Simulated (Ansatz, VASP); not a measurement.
**TiB2: VASP beside Ansatz**

INCAR

```
PREC = Accurate
ENCUT = 520
EDIFF = 1E-7
ISMEAR = -1
SIGMA = 0.08
LREAL = F
LASPH = T
NELM = 60
ALGO = Normal
ISIF = 2
LWAVE = F
LCHARG = T
GGA = PE
LELF = T
LVHAR = T
NBANDS = 16
```

The input KPOINTS:

```
Automatic mesh
0
Gamma
  15 15 13
```

POSCAR

```
TiB2
1.0
    3.0291982016      0.0000000000      0.0000000000
   -1.5145991008      2.6233625957      0.0000000000
    0.0000000000      0.0000000000      3.1638320000
Ti B
1 2
Direct
    0.0000000000      0.0000000000      0.0000000000
    0.3333333333      0.6666666667      0.5000000000
    0.6666666667      0.3333333333      0.5000000000
```

Input for Ansatz:

```yaml
crystal:
  lattice:
    - [3.0291982016, 0.0, 0.0]
    - [-1.5145991008, 2.6233625957, 0.0]
    - [0.0, 0.0, 3.163832]
  atoms:
    - { symbol: Ti, position: [0.0, 0.0, 0.0] }
    - { symbol: B, position: [0.3333333333, 0.6666666667, 0.5] }
    - { symbol: B, position: [0.6666666667, 0.3333333333, 0.5] }
kpoints:
  mp_grid: { grid: [15, 15, 13] }
  band_path:
    path:
      - [0.0, 0.0, 0.0]
      - [0.5, 0.0, 0.0]
      - [0.3333333333, 0.3333333333, 0.0]
      - [0.0, 0.0, 0.0]
      - [0.0, 0.0, 0.5]
      - [0.5, 0.0, 0.5]
      - [0.3333333333, 0.3333333333, 0.5]
      - [0.0, 0.0, 0.5]
      - [0.5, 0.0, 0.5]
    npoints: 5
scf:
  occupations: { method: fermi_dirac, width: 0.08 }
hamiltonian:
  xc: pbe
  pseudopotentials: { kind: all_electron, lapw: { basis_error: 0.001 } }
output:
  forces: true
  stress: true
  eigenvalues: true
```

Change from the starting cell: zz strain of -2 %.

Alike in both runs: task single point; functional PBE; k mesh 15 × 15 × 13; occupations fermi-dirac, width 0.08 eV; no spin polarisation.

|  | VASP | Ansatz |
| --- | --- | --- |
| version | VASP 6.6.1 | Ansatz 0.2.0 |
| potentials or method | VASP PAW PBE potentials, release 64 (Ti_sv, B), cutoff 520 eV | all-electron LAPW, scalar-relativistic |

```csv
,VASP,Ansatz,Ansatz less VASP
pressure (GPa),5.1,4.9,-0.18
"traceless stress, the component that is largest in VASP (GPa)",4.17,4.20,+0.030
```

Ansatz ran all-electron here, and VASP with PAW potentials.
